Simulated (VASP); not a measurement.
Write the native input for VASP 6.6.1 that does the following.

- Task: single point
- Functional: PBE
- Potentials or basis: VASP PAW PBE potentials, release 64 (Zn, O)
- Cutoff: 520 eV
- k mesh: 12 × 12 × 4
- Occupations: gaussian, width 0.1 eV
- Spin: no spin polarisation
- Dipole correction: no
- Further INCAR settings: ALGO = Normal; EDIFF = 1e-06; NBANDS = 49

The structure of Zn5O3 lies in POSCAR:

```
Zn5O3
1.0
    3.3185985246      0.0000000000      0.0000000000
   -1.6592992623      2.8739906272      0.0000000000
    0.0000000000      0.0000000000     12.5142718042
Zn O
5 3
Direct
    0.0000000000      0.0000000000      0.4294071663
    0.3333333333      0.6666666667      0.6503132717
    0.3333333333      0.6666666667      0.2127439657
    0.0000000000      0.0000000000      0.9957108179
    0.6666666667      0.3333333333      0.8411087175
    0.3333333333      0.6666666667      0.3736848292
    0.0000000000      0.0000000000      0.5911344430
    0.0000000000      0.0000000000      0.1568967885
```

One way to write it, as run:

INCAR

```
ALGO = Normal
EDIFF = 1E-6
ENCUT = 520
GGA = PE
ISIF = 2
ISMEAR = 0
LASPH = True
LCHARG = False
LREAL = False
LWAVE = False
NBANDS = 49
NELM = 100
PREC = Accurate
SIGMA = 0.1
```

KPOINTS

```
k-points
0
Gamma
  12 12 4
```

Potentials or basis: VASP PAW PBE potentials, release 64 (Zn, O).

Run with:

```console
$ cat potpaw_PBE.64/Zn/POTCAR potpaw_PBE.64/O/POTCAR > POTCAR
$ mpirun -np 1 vasp_std > vasp.out
```

Results of the run:

| Property | Result |
| --- | --- |
| Pressure | -5.7 GPa |
| Largest force | 0.052 eV/Å |
| Band gap on the k mesh | zero (bands 39 and 40 overlap by 0.90 eV) |

Caveat: the cell stands under tension.

Wall time 5.2 min on 1 thread of AMD EPYC 9R45 96-Core Processor (Zen 5), on a shared host, peak memory 0.4 GiB.
